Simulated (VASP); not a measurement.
# NaI: single point with PBE

The system is NaI.

```
Na I
1.0
     0.00000    3.54319    3.54319
     3.54319    0.00000    3.54319
     3.54319    3.54319    0.00000
Na I
1 1
Direct
  0.00000 0.00000 0.00000
  0.25000 0.25000 0.25000
```

```yaml
Program: VASP 6.6.1
Task: single point
Functional: PBE
Potentials_or_basis: VASP PAW PBE potentials, release 64 (Na_pv, I)
Cutoff: 520 eV
k_mesh: 6 × 6 × 6
Occupations: fermi-dirac, width 0.02 eV
Spin: no spin polarisation
Dipole_correction: no
Further_INCAR_settings: ALGO = Normal; EDIFF = 1e-06; NBANDS = 14
```

```yaml
Pressure: 0.4 GPa
Band_gap_on_the_k_mesh: 3.82 eV, direct
```

Levels at points of the mesh, in eV from the valence-band top:
| k point | band 4 | band 5 | band 6 | band 7 | band 8 | band 9 | band 10 | band 11 |
| --- | --- | --- | --- | --- | --- | --- | --- | --- |
| (0.00, 0.00, 0.00) | -10.43 | 0.00 | 0.00 | 0.00 | 3.82 | 7.90 | 7.90 | 7.90 |
| (0.50, 0.00, 0.00) | -10.30 | -1.22 | -0.13 | -0.13 | 5.41 | 7.66 | 7.66 | 7.72 |
| (0.50, 0.50, 0.00) | -10.26 | -1.13 | -0.40 | -0.40 | 5.19 | 6.19 | 9.03 | 10.44 |

Run time: 17 s on 1 thread of AMD EPYC 7R13 Processor (Zen 3), on a shared host, peak memory 0.21 GiB.

Caveat: spin-orbit coupling is left out, which moves the levels of the heavy elements. PBE gaps usually lie below the measured ones, often by a third to a half.
